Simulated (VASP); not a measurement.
Here is a VASP 6.6.1 calculation.

The input INCAR:

```
PREC = Accurate
ENCUT = 520
EDIFF = 1E-6
ISMEAR = 0
SIGMA = 0.15
LREAL = False
LASPH = True
NELM = 80
ALGO = Fast
ISIF = 2
LWAVE = False
LCHARG = False
GGA = CA
NBANDS = 34
```

KPOINTS

```
Automatic mesh
0
Gamma
  10 10 10
```

Contents of POSCAR:

```
Ga
1.0
    2.2085777266     -3.7454996903     -0.3312866590
    2.2085777266      3.7454996903     -0.3312866590
   -0.6658609293      0.0000000000      3.9396771649
Ga
4
Direct
    0.1560190462      0.8439809538      0.0845038705
    0.6560190462      0.3439809538      0.4154961295
    0.8439809538      0.1560190462      0.9154961295
    0.3439809538      0.6560190462      0.5845038705
```

Potentials or basis: VASP PAW LDA potentials, release 64 (Ga_d).

Command:

```bash
$ cat potpaw_LDA.64/Ga_d/POTCAR > POTCAR
$ mpirun -np 1 vasp_std > vasp.out
```

Task: Predict the band gap on the k mesh.

Result: Zero (bands 26 and 27 overlap by 3.43 eV).

Task: Predict the largest force.

Result: 2.210 eV/Å.

Task: What does it give for the pressure?

Result: 22.7 GPa.

Forces in eV/Å, atoms in the order of the input:
```
Ga  -1.796  0.812 -0.998
Ga   1.796  0.812  0.998
Ga   1.796 -0.812  0.998
Ga  -1.796 -0.812 -0.998
```

Caveat: the cell differs from its parent crystal (engineering shear strain xz -0.3000, normal strain along z -0.1125); the stress differs along the axes, from 12 to 33 GPa; forces of over 1 eV/Å act on the atoms, so gaps and moduli don't describe the material at rest.
